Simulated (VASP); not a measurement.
Runs of VASP 6.6.1 on Ir. The structure is that of space group P6_3/mmc (No. 194), or close to it. The cells are those of the table. This isn't the form of Ir at room conditions, which is fcc.

```csv
potentials or basis,fixed moment (μB),cell,cutoff (eV),pressure (GPa),moment (μB)
"VASP PAW PBE potentials, release 64 (Ir_sv_GW)",1.2,"a = 2.719, b = 2.719, c = 4.408 Å, angles 90.0, 90.0, 120.0°, 2 atoms",560,1.3,1.20
"VASP PAW PBE potentials, release 64 (Ir_sv_GW)",1.0,"a = 2.719, b = 2.719, c = 4.408 Å, angles 90.0, 90.0, 120.0°, 2 atoms",560,0.4,1.00
"VASP PAW PBE potentials, release 64 (Ir)",0.4,"a = 2.824, b = 2.824, c = 4.578 Å, angles 90.0, 90.0, 120.0°, 2 atoms",520,-31.7,0.40
"VASP PAW PBE potentials, release 64 (Ir)",0.8,"a = 2.824, b = 2.824, c = 4.578 Å, angles 90.0, 90.0, 120.0°, 2 atoms",520,(b),0.80
"VASP PAW PBE potentials, release 64 (Ir)",1.4,"a = 2.824, b = 2.824, c = 4.578 Å, angles 90.0, 90.0, 120.0°, 2 atoms",520,(a),1.40
```

Alike in all rows: task single point; level PBEsol; spin collinear; k mesh 21 × 21 × 12; smearing gaussian 0.15 eV.

Q: Fill in the values left out.

A: (a) -28.8; (b) -31.0.

Caveats: the PAW data sets were made with another functional, which shifts forces and pressure a little; the total moment is fixed, so each spin has its own Fermi level and the state may be an excited one; the cell stands under tension (at least some runs).

The runs don't all hold the same shells in valence.
